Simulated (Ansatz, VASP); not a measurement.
Pb in VASP and in Ansatz

The input INCAR:

```
  PREC = Accurate
  ENCUT = 500
  EDIFF = 1E-7
  ISMEAR = -1
  SIGMA = 0.05
  LREAL = False
  LASPH = True
  NELM = 120
  ALGO = Normal
  ISIF = 3
  LWAVE = False
  LCHARG = False
  GGA = RE
  IVDW = 13
  IBRION = 2
  NSW = 60
  EDIFFG = -0.01
  GGA_COMPAT = False
  NELMIN = 4
```

KPOINTS

```
regular mesh
0
Gamma
  9 9 9
```

Contents of POSCAR:

```
Pb
1.0
    0.0000000000      2.4750200000      2.4750200000
    2.4750200000      0.0000000000      2.4750200000
    2.4750200000      2.4750200000      0.0000000000
Pb
1
Direct
    0.0000000000      0.0000000000      0.0000000000
```

Contents of input.yaml:

```yaml
crystal:
  lattice:
    - [0.0, 2.47502, 2.47502]
    - [2.47502, 0.0, 2.47502]
    - [2.47502, 2.47502, 0.0]
  atoms:
    - { symbol: Pb, position: [0.0, 0.0, 0.0] }
hamiltonian:
  xc: revpbe
  pseudopotentials: { kind: paw }
  dispersion: d4
kpoints:
  mp_grid: { grid: [9, 9, 9] }
scf:
  occupations: { method: fermi_dirac, width: 0.05 }
output:
  forces: true
  stress: true
relax:
  f_tol: 0.01
  max_steps: 40
  cell: { stress_tol: 0.05 }
```

Alike in both runs: task relaxation of cell and atoms; functional revPBE; dispersion D4; k mesh 9 × 9 × 9; occupations fermi-dirac, width 0.05 eV; no spin polarisation.

|  | VASP | Ansatz |
| --- | --- | --- |
| version | VASP 6.6.1 | Ansatz 0.2.0 |
| potentials or method | VASP PAW PBE potentials, release 64 (Pb_d) | Ansatz PAW |
| plane-wave cutoff (eV) | 500 | 420 |
| valence electrons in the cell | 14 | 14 |

```tsv
	VASP	Ansatz	Ansatz less VASP
relaxed volume (Å³/atom)	30.50	30.55	+0.053
relaxed cell length with the largest relative difference (Å)	3.507	3.509	+0.0020
```

VASP's potentials were made for PBE, not for revPBE.

Neither program's run includes spin-orbit coupling. Noted on Ansatz's run: the plane-wave basis is chosen anew once the cell has moved, so the energies of steps on either side of that aren't comparable.
